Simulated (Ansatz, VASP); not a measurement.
One calculation of Cu, two programs

```xyz
1
Lattice="-1.5510 1.5510 1.3761 1.5510 -1.5510 1.3761 1.5510 1.5510 -1.3761" Properties=species:S:1:pos:R:3 pbc="T T T"
Cu    0.0000    0.0000    0.0000
```

Change from the starting cell: strain +0.0750 x Voigt [1, 1, 0, 0, 0, 0], atoms carried along.

Alike in both runs: task single point; functional LDA; k mesh 24 × 24 × 24; occupations gaussian, width 0.15 eV; no spin polarisation.

|  | VASP | Ansatz |
| --- | --- | --- |
| version | VASP 6.6.1 | Ansatz 0.2.0 |
| potentials or method | VASP PAW LDA potentials, release 64 (Cu), cutoff 520 eV | scalar-relativistic, plane waves, PAW |
| valence electrons in the cell | 11 | 19 |

|  | VASP | Ansatz | Ansatz less VASP |
| --- | --- | --- | --- |
| gap on the k mesh at the Fermi level (eV) | none | none | - |
| pressure (GPa) | -20.6 | -21.8 | -1.18 |
| traceless stress, the component that is largest in VASP (GPa) | -0.19 | -0.24 | -0.053 |

LDA's correlation is that of Perdew and Zunger in VASP and of Perdew and Wang (1992) in Ansatz. A gap of «none» marks a metal or a gap that the smearing closes. VASP's potentials hold 11 valence electrons a cell and Ansatz's 19, so a difference there can come from the potentials and not from the codes.
